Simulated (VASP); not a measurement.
H3C2: single point with PBE+D3(BJ)

Crystal: H3C2.

```
H C
1.0
     3.42452   -3.21941    0.09168
     3.42452    3.21941    0.09168
    -0.64654    0.00000    4.21853
H C
6 4
Direct
  0.25371 0.25371 0.52447
  0.74629 0.74629 0.47553
  0.21871 0.49488 0.22378
  0.50512 0.78129 0.77622
  0.78129 0.50512 0.77622
  0.49488 0.21871 0.22378
  0.07967 0.07967 0.08050
  0.92033 0.92033 0.91950
  0.27084 0.27084 0.27194
  0.72916 0.72916 0.72806
```

| Quantity | Value |
| --- | --- |
| Program | VASP 6.6.1 |
| Task | single point |
| Functional | PBE |
| Dispersion | D3(BJ) |
| Potentials or basis | VASP PAW PBE potentials, release 64 (H, C) |
| Cutoff | 520 eV |
| k mesh | 6 × 6 × 6 |
| Occupations | gaussian, width 0.02 eV |
| Spin | no spin polarisation |
| Dipole correction | no |
| Further INCAR settings | ALGO = Normal; EDIFF = 1e-06; NBANDS = 22 |

| Item | Value |
| --- | --- |
| Pressure | 0.0 GPa |
| Largest force | 0.064 eV/Å |
| Band gap on the k mesh | 4.66 eV (least direct gap 5.03 eV) |
| Dispersion energy per atom | -0.059 eV |

Forces on the atoms (eV/Å):
```
H   -0.005  0.000  0.024
H    0.005  0.000 -0.024
H    0.014  0.017 -0.002
H   -0.014  0.017  0.002
H   -0.014 -0.017  0.002
H    0.014 -0.017 -0.002
C    0.053  0.000  0.037
C   -0.053  0.000 -0.037
C   -0.012  0.000 -0.011
C    0.012  0.000  0.011
```

Stress tensor (GPa, compression positive):
```
 0.00  0.00  0.09
 0.00 -0.07  0.00
 0.09  0.00  0.01
```

Levels at points of the mesh, in eV from the valence-band top:
```tsv
k point	band 8	band 9	band 10	band 11	band 12	band 13	band 14	band 15
(0.00, 0.00, 0.00)	-4.42	-4.32	-1.49	-1.24	4.66	5.64	6.29	8.28
(0.50, 0.00, 0.00)	-4.51	-4.43	-1.19	-0.37	4.93	5.50	6.55	7.13
(0.50, 0.50, 0.00)	-4.38	-4.05	-0.80	-0.08	4.95	6.11	7.17	7.25
(0.00, 0.00, 0.50)	-4.64	-4.51	-1.27	-0.54	5.24	5.87	7.00	7.67
(0.50, 0.00, 0.50)	-4.60	-4.20	-1.08	-0.17	5.47	6.54	7.34	8.08
(0.50, 0.50, 0.50)	-4.84	-4.65	-0.14	0.00	6.18	6.35	7.87	8.20
```

Run time: 55 s on 1 thread of Intel(R) Xeon(R) 6975P-C (Granite Rapids) (shared host), peak memory 0.24 GiB.

A k mesh can miss the band edges. Expect the measured gap to be larger: semilocal functionals such as PBE lack the derivative discontinuity.
